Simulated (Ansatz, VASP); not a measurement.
## Two plane-wave programs on ZnAu

```
CELL_PARAMETERS angstrom
3.18954 0.00000 0.00000
0.00000 3.18954 0.00000
0.00000 0.00000 3.18954
ATOMIC_POSITIONS crystal
Zn 0.50000 0.50000 0.50000
Au 0.00000 0.00000 0.00000
```

Alike in both runs: task single point; functional PBEsol; k mesh 14 × 14 × 14; occupations gaussian, width 0.1 eV; no spin polarisation.

|  | VASP | Ansatz |
| --- | --- | --- |
| version | VASP 6.6.1 | Ansatz 0.2.0 |
| potentials or method | VASP PAW PBE potentials, release 64 (Zn, Au), cutoff 520 eV | scalar-relativistic, plane waves, PAW |
| valence electrons in the cell | 23 | 31 |

|  | VASP | Ansatz | Ansatz less VASP |
| --- | --- | --- | --- |
| gap on the k mesh at the Fermi level (eV) | none | none | - |
| pressure (GPa) | -6.9 | -7.1 | -0.14 |

VASP's potentials were made for PBE, not for PBEsol. A gap of «none» marks a metal or a gap that the smearing closes. VASP's potentials hold 23 valence electrons a cell and Ansatz's 31, so a difference there can come from the potentials and not from the codes.

Spin-orbit coupling is off throughout.
